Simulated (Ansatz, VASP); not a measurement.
## As in VASP and in Ansatz

```
CELL_PARAMETERS angstrom
5.01707 0.00000 0.00000
-2.50854 4.34491 0.00000
0.00000 0.00000 2.92209
ATOMIC_POSITIONS crystal
As 0.00000 0.00000 0.00000
As 0.33333 0.66667 0.50000
As 0.66667 0.33333 0.50000
```

Alike in both runs: task single point; functional BLYP; k mesh 8 × 8 × 12; occupations fermi-dirac, width 0.1 eV; no spin polarisation.

```csv
,VASP,Ansatz
version,VASP 6.6.1,Ansatz 0.2.0
potentials or method,"VASP PAW PBE potentials, release 64 (As), cutoff 520 eV","plane waves (420 eV) with PAW, scalar-relativistic"
valence electrons in the cell,15,45
```

|  | VASP | Ansatz | Ansatz less VASP |
| --- | --- | --- | --- |
| pressure (GPa) | 0.2 | 0.0 | -0.21 |
| traceless stress, the component that is largest in VASP (GPa) | -0.36 | -0.36 | +0.004 |

VASP's potentials were made for PBE, not for BLYP. The functional is the same, so the differences come from potentials, cutoffs and numerics. VASP's potentials hold 15 valence electrons a cell and Ansatz's 45, so a difference there can come from the potentials and not from the codes.
